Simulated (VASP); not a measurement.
**CaSe: single point with HSE06**

The system is CaSe.

```
CELL_PARAMETERS angstrom
0.00000 2.96754 2.86486
2.96754 0.00000 2.86486
2.96754 2.96754 0.00000
ATOMIC_POSITIONS crystal
Ca 0.00000 0.00000 0.00000
Se 0.50000 0.50000 0.50000
```

This cell differs from its parent crystal: uniaxial z strain -3.5%.

* Program: VASP 6.6.1
* Task: single point
* Functional: HSE06
* Potentials or basis: VASP PAW PBE potentials, release 64 (Ca_sv, Se)
* Cutoff: 520 eV
* k mesh: 6 × 6 × 6
* Occupations: gaussian, width 0.01 eV
* Spin: no spin polarisation
* Dipole correction: no
* Grid for exact exchange (PRECFOCK): Normal
* Further INCAR settings: ALGO = Normal; EDIFF = 1e-06; NBANDS = 15
* Share of exact exchange: 0.25
* Screening parameter: 0.2079 1/Å

```
Pressure               : 2.4 GPa
Band gap on the k mesh : 2.89 eV (least direct gap 3.90 eV)
```

Stress tensor (GPa, compression positive):
```
0.98 0.00 0.00
0.00 0.98 0.00
0.00 0.00 5.19
```

Levels at points of the mesh, in eV from the valence-band top:
| k point | band 6 | band 7 | band 8 | band 9 | band 10 | band 11 |
| --- | --- | --- | --- | --- | --- | --- |
| (0.00, 0.00, 0.00) | -0.01 | -0.01 | 0.00 | 4.38 | 4.83 | 4.83 |
| (0.50, 0.00, 0.00) | -3.70 | -1.33 | -1.32 | 5.42 | 7.05 | 7.15 |
| (0.50, 0.50, 0.00) | -2.79 | -1.17 | -1.17 | 2.89 | 6.10 | 6.60 |
| (0.50, 0.00, 0.50) | -2.91 | -1.07 | -0.98 | 2.92 | 6.11 | 6.56 |

It took 20 min on 2 MPI ranks on Intel(R) Xeon(R) 6975P-C (Granite Rapids), on a shared host, peak memory 0.31 GiB a rank.

Caveat: the cell differs from its parent crystal (uniaxial z strain -3.5%); the PAW data sets were made with another functional, which shifts forces and pressure a little. A k mesh can miss the band edges.
